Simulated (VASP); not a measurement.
Crystal: HfC.

```
CELL_PARAMETERS angstrom
3.28805 0.00000 0.00000
1.64402 2.84753 0.00000
1.64402 0.94918 2.68468
ATOMIC_POSITIONS crystal
Hf 0.50000 0.50000 0.50000
C 0.00000 0.00000 0.00000
```

Base run:

```yaml
Program: VASP 6.6.1
Functional: revPBE
Potentials_or_basis: VASP PAW PBE potentials, release 64 (Hf_pv, C)
Cutoff: 600 eV
k_mesh: 10 × 10 × 10
Occupations: methfessel-paxton, width 0.1 eV
Spin: no spin polarisation
```

Its results: band gap on the k mesh zero (band 7 reaches 7.03 eV, above the bottom of band 8 at 5.63 eV); pressure 2.3 GPa.

**Question.** After a change of settings the same cell gave: band gap on the k mesh zero (band 7 reaches 6.87 eV, above the bottom of band 8 at 5.46 eV); pressure -11.7 GPa. Which change was it?
A. functional from revPBE to LDA; potentials or basis from VASP PAW PBE potentials, release 64 (Hf_pv, C) to VASP PAW LDA potentials, release 64 (Hf_pv, C)
B. functional from revPBE to RPBE
C. functional from revPBE to PBE
D. functional from revPBE to PBEsol

**Answer.** A.

Caveats: spin-orbit coupling is left out, which moves the levels of the heavy elements; the PAW data sets were made with another functional, which shifts forces and pressure a little (some runs).
